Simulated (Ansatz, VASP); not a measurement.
## Two plane-wave programs on Ni

The input POSCAR:

```
Ni
1.0
    0.0000000000      1.7330608651      1.7330608651
    1.7330608651      0.0000000000      1.7330608651
    1.7330608651      1.7330608651      0.0000000000
Ni
1
Direct
    0.0000000000      0.0000000000      0.0000000000
```

INCAR.step1

```
ALGO = Normal
EDIFF = 1E-4
ENCUT = 520
GGA = PE
ISMEAR = 0
LASPH = T
LCHARG = F
LREAL = F
LWAVE = T
NBANDS = 11
NELM = 80
PREC = Accurate
SIGMA = 0.3
```

The input INCAR.step2:

```
ALGO = Normal
EDIFF = 1E-6
ENCUT = 520
ISIF = 2
ISMEAR = 0
ISTART = 1
LASPH = T
LCHARG = F
LMIXTAU = T
LREAL = F
LWAVE = F
METAGGA = R2SCAN
NBANDS = 11
NELM = 80
PREC = Accurate
SIGMA = 0.3
```

The input KPOINTS:

```
k-points
0
Gamma
  15 15 15
```

Input for Ansatz:

```yaml
crystal:
  lattice:
    - [0.0, 1.7330608651, 1.7330608651]
    - [1.7330608651, 0.0, 1.7330608651]
    - [1.7330608651, 1.7330608651, 0.0]
  atoms:
    - { symbol: Ni, position: [0.0, 0.0, 0.0] }
hamiltonian:
  xc: r2scan
  pseudopotentials:
    kind: paw
    azcp:
      Ni: "pseudopotentials/Ni.paw.azcp"
basis:
  ecutwfc: 500
  fft_grid_basis: typed
kpoints:
  mp_grid: { grid: [15, 15, 15], shift: [0, 0, 0] }
magnetization:
  spin_polarized: false
scf:
  occupations: { method: gaussian, width: 0.3 }
  lower_state_search: "off"
output:
  stress: true
  write_density: true
  write_potential: true
  elf: true
  volumetric_format: npy
```

Alike in both runs: task single point; functional r2SCAN; k mesh 15 × 15 × 15; occupations gaussian, width 0.3 eV; no spin polarisation.

|  | VASP | Ansatz |
| --- | --- | --- |
| version | VASP 6.6.1 | Ansatz 0.2.0 |
| potentials or method | VASP PAW PBE potentials, release 64 (Ni), cutoff 520 eV | plane waves (500 eV) with PAW, scalar-relativistic |
| valence electrons in the cell | 10 | 18 |

```tsv
	VASP	Ansatz	Ansatz less VASP
pressure (GPa)	0.8	0.2	-0.63
```

VASP's potentials were made for PBE, not for r2SCAN. With one functional, cell and mesh, what is left measures potentials, basis and numerics. VASP's potentials hold 10 valence electrons a cell and Ansatz's 18, so a difference there can come from the potentials and not from the codes.
